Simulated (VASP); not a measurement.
# Te (P3_121) in VASP: single point with HSE06

Aim: the single point of Te with HSE06.

Program: VASP 6.6.1. These are calculated values, not measurements. Logs are shortened: lines on timing, memory, paths and dates and some standing lists are left out, and cuts for length are marked.

## Step 1: The cell of the first run

The structure is trigonal, space group P3_121 (No. 152). Conventional cell: a = 4.208 Å, b = 4.208 Å, c = 5.949 Å, α = 90.00°, β = 90.00°, γ = 120.00°. Within 3.8 Å of Te (site symmetry 2) lie 6 Te at 2.87 to 3.29 Å.

## Step 2: Single point, HSE06 (biaxial xy strain -5.9%)

POSCAR

```
Te
1.0
    4.2079006210      0.0000000000      0.0000000000
   -2.1039503105      3.6441488344      0.0000000000
    0.0000000000      0.0000000000      5.9487470455
Te
3
Direct
    0.2844684963      0.0000000000      0.3333333333
    0.0000000000      0.2844684963      0.6666666667
    0.7155315037      0.7155315037      0.0000000000
```

INCAR.step1

```
PREC = Accurate
ENCUT = 520
EDIFF = 1E-5
ISMEAR = -1
SIGMA = 0.02
LREAL = F
LASPH = T
NELM = 60
ALGO = Normal
ISIF = 2
LWAVE = T
LCHARG = F
NBANDS = 16
GGA = PE
KPAR = 4
```

INCAR.step2

```
PREC = Accurate
ENCUT = 520
EDIFF = 1E-6
ISMEAR = -1
SIGMA = 0.02
LREAL = F
LASPH = T
NELM = 60
ALGO = Normal
ISIF = 2
LWAVE = F
LCHARG = F
GGA = PE
LHFCALC = T
HFSCREEN = 0.2079
PRECFOCK = Normal
NBANDS = 16
ISTART = 1
KPAR = 4
```

KPOINTS

```
regular mesh
0
Gamma
  6 6 4
```

Potentials or basis: VASP PAW PBE potentials, release 64 (Te).

Command:

```sh
$ cat potpaw_PBE.64/Te/POTCAR > POTCAR
$ cp INCAR.step1 INCAR
$ mpirun -np 4 vasp_std > vasp.out
$ cp INCAR.step2 INCAR
$ mpirun -np 4 vasp_std > vasp.out
```

OUTCAR:

```text
PREC = Accurate
   ENCUT = 520
   EDIFF = 1E-6
   ISMEAR = -1
   LREAL = F
   LASPH = T
   NELM = 60
   ISIF = 2
   GGA = PE
   LHFCALC = T
   HFSCREEN = 0.2079
   PRECFOCK = Normal
   ISTART = 1

 ion  position               nearest neighbor table
   1  0.284  0.000  0.333-   3 2.87   2 2.87   3 3.29   3 3.29   2 3.29   2 3.29
   2  0.000  0.284  0.667-   3 2.87   1 2.87   3 3.29   3 3.29   1 3.29   1 3.29
   3  0.716  0.716  0.000-   1 2.87   2 2.87   1 3.29   2 3.29   2 3.29   1 3.29

  LATTYP: Found a hexagonal cell.
 ALAT       =     4.2079006210
 C/A-ratio  =     1.4137090158

  Lattice vectors:

 A1 = (   4.2079006210,   0.0000000000,   0.0000000000)
 A2 = (  -2.1039503105,   3.6441488344,   0.0000000000)
 A3 = (   0.0000000000,   0.0000000000,   5.9487470455)

Analysis of symmetry for initial positions (statically):
=====================================================================
 Subroutine PRICEL returns:
 Original cell was already a primitive cell.

 Routine SETGRP: Setting up the symmetry group for a
 hexagonal supercell.

 Subroutine GETGRP returns: Found  6 space group operations
 (whereof  2 operations were pure point group operations)
 out of a pool of 24 trial point group operations.

The static configuration has the point symmetry C_2 .
 The point group associated with its full space group is D_3 .

Analysis of symmetry for dynamics (positions and initial velocities):
=====================================================================
 Subroutine PRICEL returns:
 Original cell was already a primitive cell.

 Routine SETGRP: Setting up the symmetry group for a
 hexagonal supercell.

 Subroutine GETGRP returns: Found  6 space group operations
 (whereof  2 operations were pure point group operations)
 out of a pool of 24 trial point group operations.

The dynamic configuration has the point symmetry C_2 .
 The point group associated with its full space group is D_3 .

 Subroutine INISYM returns: Found  6 space group operations
 (whereof  2 operations are pure point group operations),
 and found     1 'primitive' translations

----------------------------------------------------------------------------------------

                                     Primitive cell

  volume of cell :      91.2194

  direct lattice vectors                    reciprocal lattice vectors
     4.207900621  0.000000000  0.000000000     0.237648198  0.137206251  0.000000000
    -2.103950311  3.644148834  0.000000000     0.000000000  0.274412502  0.000000000
     0.000000000  0.000000000  5.948747046     0.000000000  0.000000000  0.168102626

  length of vectors
     4.207900621  4.207900621  5.948747046     0.274412502  0.274412502  0.168102626

  position of ions in fractional coordinates (direct lattice)
     0.284468496  0.000000000  0.333333333
     0.000000000  0.284468496  0.666666667
     0.715531504  0.715531504  0.000000000

  ion indices of the primitive-cell ions
   primitive index   ion index
                 1           1
                 2           2
                 3           3

----------------------------------------------------------------------------------------

 KPOINTS: regular mesh

Automatic generation of k-mesh.
 Grid dimensions read from file:
 generate k-points for:    6    6    4

 Generating k-lattice:

  Cartesian coordinates                     Fractional coordinates (reciprocal lattice)
     0.039608033  0.022867709  0.000000000     0.166666667  0.000000000  0.000000000
     0.000000000  0.045735417  0.000000000     0.000000000  0.166666667  0.000000000
     0.000000000  0.000000000  0.042025657     0.000000000  0.000000000  0.250000000

  Length of vectors
     0.045735417  0.045735417  0.042025657

  Shift w.r.t. Gamma in fractional coordinates (k-lattice)
     0.000000000  0.000000000  0.000000000

 Subroutine IBZKPT returns following result:
 ===========================================

 Found     24 irreducible k-points:

 Following reciprocal coordinates:
            Coordinates               Weight
  0.000000  0.000000  0.000000      1.000000
  0.166667  0.000000  0.000000      6.000000
  0.333333 -0.000000  0.000000      6.000000
  0.500000  0.000000  0.000000      3.000000
  0.166667  0.166667  0.000000      6.000000
  0.333333  0.166667  0.000000     12.000000
[... 16 lines left out ...]
  0.333333  0.166667  0.500000     12.000000
  0.333333  0.333333  0.500000      2.000000
   k-points           NKPTS =     24   k-points in BZ     NKDIM =    144   number of bands    NBANDS=     16
   number of dos      NEDOS =    301   number of ions     NIONS =      3
   total plane-waves  NPLWV =  49152
   dimension x,y,z NGX =    32 NGY =   32 NGZ =   48
   dimension x,y,z NGXF=    64 NGYF=   64 NGZF=   96
   ions per type =               3
   NGX,Y,Z   is equivalent  to a cutoff of  12.64, 12.64, 13.41 a.u.
   NGXF,Y,Z  is equivalent  to a cutoff of  25.29, 25.29, 26.83 a.u.
 SYSTEM =  unknown system
   PREC   = accura    normal or accurate (medium, high low for compatibility)
   ISTART =      1    job   : 0-new  1-cont  2-samecut
   ICHARG =      0    charge: 1-file 2-atom 10-const
   ISPIN  =      1    spin polarized calculation?
   LNONCOLLINEAR =      F non collinear calculations
   LSORBIT =      F    spin-orbit coupling
   LASPH  =      T    aspherical Exc in radial PAW
   ENCUT  =  520.0 eV  38.22 Ry    6.18 a.u.   7.82  7.82 11.06*2*pi/ulx,y,z
   NELM   =     60;   NELMIN=  2; NELMDL=  0     # of ELM steps
   EDIFF  = 0.1E-05   stopping-criterion for ELM
   LREAL  =      F    real-space projection
   EDIFFG = 0.1E-04   stopping-criterion for IOM
   NSW    =      0    number of steps for IOM
   IBRION =     -1    ionic relax: 0-MD 1-quasi-New 2-CG
   NFREE  =      0    steps in history (QN), initial steepest desc. (CG)
   ISIF   =      2    stress and relaxation
   ISYM   =      3    0-nonsym 1-usesym 2-fastsym
   POTIM  = 0.5000    time-step for ionic-motion
   TEBEG  =    0.0;   TEEND  =   0.0 temperature during run
   PSTRESS=    0.0 pullay stress
   NELECT =      18.0000    total number of electrons
   NUPDOWN=      -1.0000    fix difference up-down
   EMIN   =  10.00;   EMAX   =-10.00  energy-range for DOS
   EFERMI =   0.00;   METHOD = LEGACY
   ISMEAR =    -1;   SIGMA  =   0.02  broadening in eV -4-tet -1-fermi 0-gaus
   EFERMI_NEDOS =   21; number of points for ismear=-14 and -15
   IALGO  =     38    algorithm
   IMIX   =      1    mixing-type and parameters
     AMIX     =   0.40;   BMIX     =  1.00
     AMIX_MAG =   1.60;   BMIX_MAG =  1.00
  volume/ion in A,a.u.               =      30.41       205.19
  Fermi-wavevector in a.u.,A,eV,Ry     =   0.953096  1.801090 12.359423  0.908392
  Thomas-Fermi vector in A             =   2.081720
   LORBIT       =      0    0 simple, 1 ext, 2 COOP (PROOUT), +10 PAW based schemes
   GGA     = PE    functional components
   LHFCALC =     T    Hartree Fock is set to
   PRECFOCK=normal    Normal, Fast or Accurate (Low or Medium for compatibility)
   ENCUT4O =  -1.0   cutoff for four orbital integrals eV
   NKREDX  =     1    reduce k-point grid by
   NKREDY  =     1    reduce k-point grid by
   NKREDZ  =     1    reduce k-point grid by
   AEXX    =    0.2500 exact exchange contribution
   HFSCREEN=    0.2079 screening length (either q_TF or 0.3 A-1)
   HFSCREENC=   0.2079 screening length for correlation (either q_TF or 0.3 A-1)
   ENCUTFOCK=  -1.0 apply spherical cutoff to Coloumb kernel
   IVDW    =     0    specifies the selected vdW correction
   LEPSILON=     F    determine dielectric tensor
   LRPA    =     F    only Hartree local field effects (RPA)
 non-spin polarized calculation
  energy-cutoff  :      520.00
  volume of cell :       91.22
 maximum number of plane-waves:      2478
 NGX is ok and might be reduce to    32
  NGX = 24; NGY = 24; NGZ = 36

 number of electron      17.9999999 magnetization

 Free energy of the ion-electron system (eV)
  ---------------------------------------------------
  ext. energy  EPLUGINS =         0.00000000
  ---------------------------------------------------
  free energy    TOTEN  =       -11.71619831 eV

  energy without entropy =      -11.71617207  energy(sigma->0) =      -11.71618519

 E-fermi :   7.2042     XC(G=0):  -7.9996

 val. band max:        7.0763931976   @ k =   0.3333   0.3333   0.5000
 cond. band min:       7.3180702004   @ k =   0.3333   0.3333   0.5000
 fundamental gap:      0.2416770027
 Fermi energy:         7.2041799476

 k-point     1 :       0.0000    0.0000    0.0000
  band No.  band energies     occupation
      1      -8.6222      2.00000
      2      -4.6783      2.00000
      3      -4.6783      2.00000
      4       3.7867      2.00000
      5       4.3012      2.00000
      6       4.3012      2.00000
[... 8 lines left out ...]
     15      13.8428      0.00000
     16      13.8428      0.00000

 k-point     2 :       0.1667    0.0000    0.0000
  band No.  band energies     occupation
      1      -8.3560      2.00000
      2      -4.6823      2.00000
      3      -4.5573      2.00000
      4       2.1021      2.00000
      5       3.0785      2.00000
      6       3.4587      2.00000
[... 8 lines left out ...]
     15      13.8338      0.00000
     16      14.3833      0.00000

 k-point     3 :       0.3333   -0.0000    0.0000
  band No.  band energies     occupation
      1      -7.6185      2.00000
      2      -5.0407      2.00000
      3      -4.2668      2.00000
      4       0.9779      2.00000
      5       1.8594      2.00000
      6       2.6770      2.00000
[... 8 lines left out ...]
     15      15.0998      0.00000
     16      15.7837      0.00000

 k-point     4 :       0.5000    0.0000    0.0000
  band No.  band energies     occupation
      1      -6.9251      2.00000
      2      -5.6554      2.00000
      3      -4.0923      2.00000
      4       1.0180      2.00000
      5       1.6363      2.00000
      6       2.2712      2.00000
[... 8 lines left out ...]
     15      16.9085      0.00000
     16      17.0539      0.00000

 k-point     5 :       0.1667    0.1667    0.0000
  band No.  band energies     occupation
      1      -7.8499      2.00000
      2      -4.7567      2.00000
      3      -4.4777      2.00000
      4       1.3101      2.00000
      5       1.6071      2.00000
      6       3.6912      2.00000
[... 8 lines left out ...]
     15      14.6556      0.00000
     16      15.8267      0.00000

 k-point     6 :       0.3333    0.1667    0.0000
  band No.  band energies     occupation
      1      -7.0209      2.00000
      2      -5.2876      2.00000
      3      -4.4326      2.00000
      4       1.1599      2.00000
      5       1.4623      2.00000
      6       2.7194      2.00000
[... 8 lines left out ...]
     15      15.9945      0.00000
     16      16.5736      0.00000
[... 267 lines left out ...]
 k-point    21 :       0.5000    0.0000    0.5000
  band No.  band energies     occupation
      1      -6.5287      2.00000
      2      -5.9210      2.00000
      3      -4.4781      2.00000
      4      -0.1217      2.00000
      5       2.8870      2.00000
      6       2.8899      2.00000
[... 8 lines left out ...]
     15      15.6016      0.00000
     16      16.4442      0.00000

 k-point    22 :       0.1667    0.1667    0.5000
  band No.  band energies     occupation
      1      -6.9741      2.00000
      2      -6.8701      2.00000
      3      -3.1371      2.00000
      4       1.6470      2.00000
      5       2.3720      2.00000
      6       2.5088      2.00000
[... 8 lines left out ...]
     15      14.3380      0.00000
     16      14.5376      0.00000

 k-point    23 :       0.3333    0.1667    0.5000
  band No.  band energies     occupation
      1      -6.4559      2.00000
      2      -6.1219      2.00000
      3      -4.2397      2.00000
      4       0.3244      2.00000
      5       1.5810      2.00000
      6       1.8111      2.00000
[... 8 lines left out ...]
     15      14.6710      0.00000
     16      15.4066      0.00000

 k-point    24 :       0.3333    0.3333    0.5000
  band No.  band energies     occupation
      1      -6.0160      2.00000
      2      -6.0159      2.00000
      3      -4.5791      2.00000
      4       0.6631      2.00000
      5       0.6938      2.00000
      6       0.6938      2.00000
[... 8 lines left out ...]
     15      14.1681      0.00000
     16      15.1670      0.00000

------------------------ aborting loop because EDIFF is reached ----------------------------------------

  FORCE on cell =-STRESS in cart. coord.  units (eV):
  Direction    XX          YY          ZZ          XY          YZ          ZX
  --------------------------------------------------------------------------------------
  -------------------------------------------------------------------------------------
  Total        1.9306952      1.9306952      1.3746396      0.0000000     -0.0000000      0.0000000
  in kB       33.9107364     33.9107364     24.1441734      0.0000000     -0.0000000      0.0000000
  external PRESSURE =      30.6552154 kB  Pullay stress =       0.0000000 kB

 VOLUME and BASIS-vectors are now :
 -----------------------------------------------------------------------------
  energy-cutoff  :      520.00
  volume of cell :       91.22
      direct lattice vectors                 reciprocal lattice vectors
     4.207900621  0.000000000  0.000000000     0.237648198  0.137206251  0.000000000
    -2.103950311  3.644148834  0.000000000     0.000000000  0.274412502  0.000000000
     0.000000000  0.000000000  5.948747046     0.000000000  0.000000000  0.168102626

 POSITION                                       TOTAL-FORCE (eV/Angst)
 -----------------------------------------------------------------------------------
      1.19702      0.00000      1.98292        -0.234290      0.000000      0.000000
     -0.59851      1.03665      3.96583         0.117145     -0.202901     -0.000000
      1.50544      2.60750      0.00000         0.117145      0.202901      0.000000
 -----------------------------------------------------------------------------------
    total drift:                               -0.000000     -0.000000     -0.000001

  FREE ENERGIE OF THE ION-ELECTRON SYSTEM (eV)
  ---------------------------------------------------
  free  energy   TOTEN  =       -11.7161983135 eV

  energy  without entropy=      -11.7161720729  energy(sigma->0) =      -11.71618519
```

It took 20 min on 4 MPI ranks of Intel Xeon Platinum 8259CL at 2.50GHz (Skylake/Cascade Lake), shared host; peak memory 0.34 GiB.

What came out:

```
Free energy            : -11.7162 eV
Pressure               : 3.1 GPa
Largest force          : 0.234 eV/Å
Band gap on the k mesh : 0.24 eV
```

Forces on the atoms (eV/Å):
```
Te  -0.234  0.000  0.000
Te   0.117 -0.203  0.000
Te   0.117  0.203  0.000
```

Stress tensor (GPa, compression positive):
```
3.39 0.00 0.00
0.00 3.39 0.00
0.00 0.00 2.41
```

Levels at points of the mesh, in eV from the valence-band top:
| k point | band 6 | band 7 | band 8 | band 9 | band 10 | band 11 | band 12 | band 13 |
| --- | --- | --- | --- | --- | --- | --- | --- | --- |
| (0.00, 0.00, 0.00) | -2.78 | -1.96 | -1.96 | -1.31 | 1.48 | 1.48 | 2.44 | 5.34 |
| (0.50, 0.00, 0.00) | -4.81 | -4.52 | -0.96 | -0.84 | 0.96 | 0.99 | 2.77 | 4.69 |
| (0.00, 0.00, 0.50) | -3.00 | -1.50 | -0.92 | -0.92 | 0.61 | 0.89 | 0.89 | 4.02 |
| (0.50, 0.00, 0.50) | -4.19 | -3.21 | -2.95 | -0.48 | 0.55 | 2.56 | 3.37 | 4.76 |

Caveat: the cell differs from its parent crystal (biaxial xy strain -5.9%); the cell stands under pressure; the PAW data sets were made with another functional, which shifts forces and pressure a little; spin-orbit coupling is left out, which moves the levels of the heavy elements. A k mesh can miss the band edges.
